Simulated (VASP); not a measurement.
Wanted: the native input for a VASP 6.6.1 run.

* Task: single point
* Functional: PBEsol
* Potentials or basis: VASP PAW PBE potentials, release 64 (As)
* Cutoff: 520 eV
* k mesh: 18 × 18 × 18
* Occupations: gaussian, width 0.15 eV
* Spin: no spin polarisation
* Dipole correction: no
* Further INCAR settings: ALGO = Normal; EDIFF = 1e-06; NBANDS = 8

The structure of As lies in POSCAR:

```
As
1.0
    2.7036817444      0.0000000000     -0.0540736349
    0.0000000000      2.7036817444      0.0000000000
   -0.0540736349      0.0000000000      2.7036817444
As
1
Direct
    0.5000000000      0.5000000000      0.5000000000
```

This cell differs from its parent crystal: strain -0.0400 x Voigt [0, 0, 0, 0, 1, 0].

One way to write it, as run:

INCAR

```
ALGO = Normal
EDIFF = 1E-6
ENCUT = 520
GGA = PS
ISIF = 2
ISMEAR = 0
LASPH = T
LCHARG = T
LELF = T
LREAL = F
LVHAR = T
LWAVE = F
NBANDS = 8
NELM = 100
PREC = Accurate
SIGMA = 0.15
```

KPOINTS

```
k-points
0
Gamma
  18 18 18
```

Potentials or basis: VASP PAW PBE potentials, release 64 (As).

Command:

```bash
$ cat potpaw_PBE.64/As/POTCAR > POTCAR
$ mpirun -np 1 vasp_std > vasp.out
```

It gave:

The pressure is -0.8 GPa.

Caveat: the cell differs from its parent crystal (strain -0.0400 x Voigt [0, 0, 0, 0, 1, 0]); the PAW data sets were made with another functional, which shifts forces and pressure a little.

Wall time 110 s on 1 thread of Intel Xeon 8259CL, on a shared host, peak memory 0.24 GiB.
